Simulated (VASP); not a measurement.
**Pt: single point with LDA**

Pt:

```
Pt
1.0
    -1.58422    1.58422    1.58422
     1.58422   -1.58422    1.58422
     1.58422    1.58422   -1.58422
Pt
1
Direct
  0.00000 0.00000 0.00000
```

```
Program             : VASP 6.6.1
Task                : single point
Functional          : LDA
Potentials or basis : VASP PAW LDA potentials, release 64 (Pt)
Cutoff              : 500 eV
k mesh              : 8 × 8 × 8
Occupations         : gaussian, width 0.3 eV
Spin                : no spin polarisation
```

```
Pressure               : -13.7 GPa
Band gap on the k mesh : zero (band 5 reaches 10.91 eV, above the bottom of band 6 at 8.99 eV)
```

Levels at points of the mesh, in eV from the Fermi level:
| k point | band 3 | band 4 | band 5 | band 6 | band 7 | band 8 |
| --- | --- | --- | --- | --- | --- | --- |
| (0.00, 0.00, 0.00) | -3.49 | -3.49 | -0.98 | -0.98 | 17.03 | 17.03 |
| (0.50, 0.00, 0.00) | -1.17 | -0.66 | 0.24 | 1.02 | 6.21 | 13.20 |
| (0.50, 0.50, 0.50) | 0.50 | 0.50 | 0.50 | 7.58 | 7.58 | 7.58 |

It took 8.1 s on 1 thread of Intel Xeon 8259CL, on a shared host, peak memory 0.12 GiB.

Caveat: spin-orbit coupling is left out, which moves the levels of the heavy elements.
